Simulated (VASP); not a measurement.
# Al (Pm-3m) in VASP: notebook, part 2 of 2

VASP 6.6.1. Earlier steps stand in the parts before.

**3. Single point, r2SCAN**

This run uses another cell than the first one, of 19.84 Å³/atom.

Contents of POSCAR:

```
Al
1.0
    2.7069810532      0.0000000000      0.0000000000
    0.0000000000      2.7069810532      0.0000000000
    0.0000000000      0.0000000000      2.7069810532
Al
1
Direct
    0.0000000000      0.0000000000      0.0000000000
```

Contents of INCAR.step1:

```
  PREC = Accurate
  ENCUT = 520
  ISMEAR = 0
  SIGMA = 0.05
  LREAL = False
  LASPH = True
  NELM = 100
  NBANDS = 8
  GGA = PE
  ALGO = Normal
  EDIFF = 1E-4
  LWAVE = True
  LCHARG = False
```

Contents of INCAR.step2:

```
  PREC = Accurate
  ENCUT = 520
  EDIFF = 1E-7
  ISMEAR = 0
  SIGMA = 0.05
  LREAL = False
  LASPH = True
  NELM = 100
  ALGO = Normal
  ISIF = 2
  LWAVE = False
  LCHARG = False
  METAGGA = R2SCAN
  LMIXTAU = True
  NBANDS = 8
  ISTART = 1
```

Contents of KPOINTS:

```
Automatic mesh
0
Gamma
  18 18 18
```

Potentials or basis: VASP PAW PBE potentials, release 64 (Al).

On the command line:

```sh
$ cat potpaw_PBE.64/Al/POTCAR > POTCAR
$ cp INCAR.step1 INCAR
$ mpirun -np 1 vasp_std > vasp.out
$ cp INCAR.step2 INCAR
$ mpirun -np 1 vasp_std > vasp.out
```

Wall time 63 s (1 thread of AMD EPYC 9R45 (Zen 5), shared host); peak memory 0.11 GiB.

It converged, with:

| Property | Result |
| --- | --- |
| Free energy | -6.2796 eV |
| Pressure | -0.2 GPa |
| Band gap on the k mesh | zero (an odd number of electrons rules out a gap without spin polarisation) |

Levels at points of the mesh, in eV from the Fermi level:
```
           k point  band 1  band 2  band 3  band 4  band 5
(0.00, 0.00, 0.00)  -10.20    8.48    8.48    9.94    9.94
(0.50, 0.00, 0.00)   -5.45   -4.41   11.26   13.82   13.82
(0.50, 0.50, 0.00)   -0.61   -0.61    0.01    2.40   17.81
(0.50, 0.50, 0.50)    3.17    3.17    3.17    5.84    5.84
```

Caveat: the PAW data sets were made with another functional, which shifts forces and pressure a little.

**4. Relaxation of cell and atoms, r2SCAN**

This run uses another cell than the first one, of 18.19 Å³/atom.

Contents of POSCAR:

```
Al
1.0
    2.6300000000      0.0000000000      0.0000000000
    0.0000000000      2.6300000000      0.0000000000
    0.0000000000      0.0000000000      2.6300000000
Al
1
Direct
    0.0000000000      0.0000000000      0.0000000000
```

Contents of INCAR.step1:

```
ALGO     = Normal         # electronic algorithm
EDIFF    = 1E-4           # SCF threshold, eV
ENCUT    = 600            # plane-wave cutoff, eV
GGA      = PE             # functional
ISMEAR   = 0              # smearing method
LASPH    = T              # aspherical terms in the spheres
LCHARG   = F              # write CHGCAR
LREAL    = F              # projectors in reciprocal space
LWAVE    = T              # write WAVECAR
NELM     = 60             # most SCF steps
PREC     = Accurate       # precision mode
SIGMA    = 0.05           # smearing width, eV
```

Contents of INCAR.step2:

```
ALGO     = Normal         # electronic algorithm
EDIFF    = 1E-6           # SCF threshold, eV
EDIFFG   = -0.02          # ionic threshold
ENCUT    = 600            # plane-wave cutoff, eV
IBRION   = 2              # ionic algorithm
ISIF     = 3              # what is computed and relaxed
ISMEAR   = 0              # smearing method
ISTART   = 1            
LASPH    = T              # aspherical terms in the spheres
LCHARG   = F              # write CHGCAR
LMIXTAU  = T            
LREAL    = F              # projectors in reciprocal space
LWAVE    = F              # write WAVECAR
METAGGA  = R2SCAN         # meta-GGA
NELM     = 60             # most SCF steps
NSW      = 80             # ionic steps
PREC     = Accurate       # precision mode
SIGMA    = 0.05           # smearing width, eV
```

Contents of KPOINTS:

```
k-points
0
Gamma
  18 18 18
```

On the command line:

```sh
$ cat potpaw_PBE.64/Al/POTCAR > POTCAR
$ cp INCAR.step1 INCAR
$ mpirun -np 1 vasp_std > vasp.out
$ cp INCAR.step2 INCAR
$ mpirun -np 1 vasp_std > vasp.out
```

It took 2.2 min on 1 thread of AMD EPYC 9R45 (Zen 5), shared host; peak memory 0.12 GiB.

Results (log left out):

- Free energy: -6.2796 eV
- Relaxed volume: 19.78 Å³/atom
- Relaxed cell: a = 2.704 Å, b = 2.704 Å, c = 2.704 Å, α = 90.00°, β = 90.00°, γ = 90.00°
- Space group after relaxing (to 0.1 Å): Pm-3m (No. 221)
- Energy gained by relaxing: 28.0 meV/atom
- Ionic steps: 3
- Pressure after relaxing: 0.0 GPa
- Band gap on the k mesh: zero (an odd number of electrons rules out a gap without spin polarisation)

Step by step:
```csv
step,energy change (eV),largest force (eV/Å),pressure (GPa),volume (Å³)
1,0.0000,0.0000,6.08,18.19
2,-0.0272,0.0000,-0.82,20.07
3,-0.0280,0.0000,0.01,19.78
```

Final structure:
```cif
data_structure
_symmetry_space_group_name_H-M 'P 1'
_symmetry_Int_Tables_number 1
_cell_length_a 2.7044
_cell_length_b 2.7044
_cell_length_c 2.7044
_cell_angle_alpha 90.000
_cell_angle_beta 90.000
_cell_angle_gamma 90.000
_cell_volume 19.78
loop_
_atom_site_label
_atom_site_type_symbol
_atom_site_fract_x
_atom_site_fract_y
_atom_site_fract_z
_atom_site_occupancy
Al1 Al 0.00000 0.00000 0.00000 1
```

Levels at points of the mesh, in eV from the Fermi level:
```csv
k point,band 1,band 2,band 3,band 4,band 5
"(0.00, 0.00, 0.00)",-10.22,8.48,8.48,9.96,9.96
"(0.50, 0.00, 0.00)",-5.45,-4.43,11.27,13.86,13.86
"(0.50, 0.50, 0.00)",-0.61,-0.61,0.02,2.39,17.99
"(0.50, 0.50, 0.50)",3.18,3.18,3.18,5.84,5.84
```

Caveat: the PAW data sets were made with another functional, which shifts forces and pressure a little.

**5. Relaxation of cell and atoms, r2SCAN, target pressure 5 GPa, at which the enthalpy is minimised**

This run uses another cell than the first one, of 18.19 Å³/atom.

POSCAR is that of step 4.

Contents of INCAR.step1:

```
SYSTEM = Al
ALGO = Normal
EDIFF = 1E-4
ENCUT = 600
GGA = PE
ISMEAR = 0
LASPH = .True.
LCHARG = .False.
LREAL = .False.
LWAVE = .True.
NELM = 80
PREC = Accurate
SIGMA = 0.05
```

Contents of INCAR.step2:

```
SYSTEM = Al
ALGO = Normal
EDIFF = 1E-6
EDIFFG = -0.02
ENCUT = 600
IBRION = 2
ISIF = 3
ISMEAR = 0
ISTART = 1
LASPH = .True.
LCHARG = .False.
LMIXTAU = .True.
LREAL = .False.
LWAVE = .False.
METAGGA = R2SCAN
NELM = 80
NSW = 80
PREC = Accurate
PSTRESS = 50.0
SIGMA = 0.05
```

Contents of KPOINTS:

```
k-points
0
Gamma
  18 18 18
  0 0 0
```

On the command line:

```sh
$ cat potpaw_PBE.64/Al/POTCAR > POTCAR
$ cp INCAR.step1 INCAR
$ mpirun -np 1 vasp_std > vasp.out
$ cp INCAR.step2 INCAR
$ mpirun -np 1 vasp_std > vasp.out
```

It took 2 min on 1 thread of AMD EPYC 9R45 (Zen 5), shared host; peak memory 0.13 GiB.

Results (log left out):

| Item | Value |
| --- | --- |
| Free energy | -6.2597 eV |
| Relaxed volume | 18.43 Å³/atom |
| Relaxed cell | a = 2.641 Å, b = 2.641 Å, c = 2.641 Å, α = 90.00°, β = 90.00°, γ = 90.00° |
| Space group after relaxing (to 0.1 Å) | Pm-3m (No. 221) |
| Energy change on relaxing (the run minimises the enthalpy) | -8.1 meV/atom |
| Ionic steps | 3 |
| Pressure after relaxing | 5.0 GPa |
| Band gap on the k mesh | zero (an odd number of electrons rules out a gap without spin polarisation) |

The path:
```csv
step,energy change (eV),largest force (eV/Å),pressure (GPa),volume (Å³)
1,0.0000,0.0000,6.08,18.19
2,-0.0108,0.0000,4.62,18.52
3,-0.0081,0.0000,5.03,18.43
```

Final structure:
```
Al
1.0
     2.64130    0.00000    0.00000
     0.00000    2.64130    0.00000
     0.00000    0.00000    2.64130
Al
1
Direct
  0.00000 0.00000 0.00000
```

Levels at points of the mesh, in eV from the Fermi level:
```csv
k point,band 1,band 2,band 3,band 4,band 5
"(0.00, 0.00, 0.00)",-10.66,8.66,8.66,10.53,10.53
"(0.50, 0.00, 0.00)",-5.56,-4.74,11.61,14.78,14.78
"(0.50, 0.50, 0.00)",-0.65,-0.65,0.32,2.20,18.66
"(0.50, 0.50, 0.50)",3.44,3.44,3.44,5.85,5.85
```

Caveat: the cell is relaxed towards a set pressure, so the run minimises the enthalpy, not the energy; the PAW data sets were made with another functional, which shifts forces and pressure a little.

**6. Relaxation of cell and atoms, r2SCAN, target pressure 10 GPa, at which the enthalpy is minimised**

This run uses another cell than the first one, of 18.19 Å³/atom.

POSCAR is that of step 5.

Contents of INCAR.step1:

```
PREC = Accurate ; ENCUT = 600
ISMEAR = 0 ; SIGMA = 0.05
LREAL = F ; LASPH = T
NELM = 80 ; GGA = PE
ALGO = Normal ; EDIFF = 1E-4
LWAVE = T ; LCHARG = F
```

Contents of INCAR.step2:

```
PREC = Accurate ; ENCUT = 600
EDIFF = 1E-7 ; ISMEAR = 0
SIGMA = 0.05 ; LREAL = F
LASPH = T ; NELM = 80
ALGO = Normal ; ISIF = 3
LWAVE = F ; LCHARG = F
METAGGA = R2SCAN ; LMIXTAU = T
IBRION = 2 ; NSW = 80
EDIFFG = -0.02 ; PSTRESS = 100.0
ISTART = 1
```

Contents of KPOINTS:

```
Automatic mesh
0
Gamma
  18 18 18
```

Potentials or basis: VASP PAW PBE potentials, release 64 (Al).

On the command line:

```sh
$ cat potpaw_PBE.64/Al/POTCAR > POTCAR
$ cp INCAR.step1 INCAR
$ mpirun -np 1 vasp_std > vasp.out
$ cp INCAR.step2 INCAR
$ mpirun -np 1 vasp_std > vasp.out
```

Wall time 2.5 min (1 thread of AMD EPYC 9R45 (Zen 5), shared host); peak memory 0.13 GiB.

Results (log left out):

```
Free energy                                                : -6.2140 eV
Relaxed volume                                             : 17.43 Å³/atom
Relaxed cell                                               : a = 2.593 Å, b = 2.593 Å, c = 2.593 Å, α = 90.00°, β = 90.00°, γ = 90.00°
Space group after relaxing (to 0.1 Å)                      : Pm-3m (No. 221)
Energy change on relaxing (the run minimises the enthalpy) : +37.6 meV/atom
Ionic steps                                                : 3
Pressure after relaxing                                    : 10.0 GPa
Band gap on the k mesh                                     : zero (an odd number of electrons rules out a gap without spin polarisation)
```

Step by step:
```tsv
step	energy change (eV)	largest force (eV/Å)	pressure (GPa)	volume (Å³)
1	0.0000	0.0000	6.08	18.19
2	0.0648	0.0000	12.38	17.04
3	0.0376	0.0000	10.01	17.43
```

Final structure:
```xyz
1
Lattice="2.5930 0.0000 0.0000 0.0000 2.5930 0.0000 0.0000 0.0000 2.5930" Properties=species:S:1:pos:R:3 pbc="T T T"
Al    0.0000    0.0000    0.0000
```

Levels at points of the mesh, in eV from the Fermi level:
```tsv
k point	band 1	band 2	band 3	band 4	band 5
(0.00, 0.00, 0.00)	-11.03	8.80	8.80	10.99	10.99
(0.50, 0.00, 0.00)	-5.66	-5.00	11.88	15.52	15.52
(0.50, 0.50, 0.00)	-0.68	-0.68	0.56	2.02	19.19
(0.50, 0.50, 0.50)	3.65	3.65	3.65	5.86	5.86
```

Caveat: the cell is relaxed towards a set pressure, so the run minimises the enthalpy, not the energy; the PAW data sets were made with another functional, which shifts forces and pressure a little.

**7. Summary**

| task | cell | cutoff (eV) | gap on the mesh (eV) | pressure (GPa) |
| --- | --- | --- | --- | --- |
| single point | a = 2.643 Å, 1 atom | 520 | none | 4.8 |
| single point | a = 2.707 Å, 1 atom | 520 | none | -0.2 |
| relaxation of cell and atoms | relaxed from a = 2.630 Å, 1 atom | 600 | none | 0.0 |
| relaxation of cell and atoms | relaxed to 5 GPa from a = 2.630 Å, 1 atom | 600 | none | 5.0 |
| relaxation of cell and atoms | relaxed to 10 GPa from a = 2.630 Å, 1 atom | 600 | none | 10.0 |

Alike in all rows: level r2SCAN; potentials or basis VASP PAW PBE potentials, release 64 (Al); no spin polarisation; k mesh 18 × 18 × 18; smearing gaussian 0.05 eV.

Caveats: the PAW data sets were made with another functional, which shifts forces and pressure a little; the cell is relaxed towards a set pressure, so the run minimises the enthalpy, not the energy (at least some runs); the cell stands under pressure (at least some runs).

Absolute energies hang on the potentials; compare differences alone.
